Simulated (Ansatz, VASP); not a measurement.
Two plane-wave programs on LiLu12

```
Lu Li
1.0
     7.02000    0.00000    0.00000
    -5.26500    9.11925    0.00000
     0.00000    0.00000    5.56335
Lu Li
12 1
Cartesian
  0.2073 -0.2504 0.0089
  0.0122 2.0213 2.9114
  -1.7018 3.5133 0.0508
  -1.7422 5.1727 2.8510
  -3.5612 6.0417 0.0616
  -3.5363 8.0373 2.8040
  3.2720 -0.2750 0.0027
  3.5147 2.0458 2.9227
  1.7718 2.9365 0.1426
  1.7216 5.0136 2.8855
  0.0192 6.1822 0.0919
  0.0120 8.1308 2.8495
  5.2355 1.1167 0.4348
```

Alike in both runs: functional PBE; k mesh 3 × 2 × 3; occupations fermi-dirac, width 0.05 eV; no spin polarisation.

Ansatz relaxed the structure, and its values are those at the end. VASP's run is a single point on that final structure, the one shown.

|  | VASP | Ansatz |
| --- | --- | --- |
| version | VASP 6.6.1 | Ansatz 0.2.0 |
| potentials or method | VASP PAW PBE potentials, release 64 (Lu, Li_sv), cutoff 520 eV | scalar-relativistic, plane waves, PAW |
| valence electrons in the cell | 303 | 303 |

```tsv
	VASP	Ansatz	Ansatz less VASP
rms of the force components (eV/Å)	0.018	0.019	+0.0005
```

With one functional, cell and mesh, what is left measures potentials, basis and numerics.

The k mesh is coarse, so the values compare programs but aren't converged. Neither program's run includes spin-orbit coupling. Noted on VASP's run: the cutoff is under 1.25 times that of the potentials, so the pressure is a little rough.
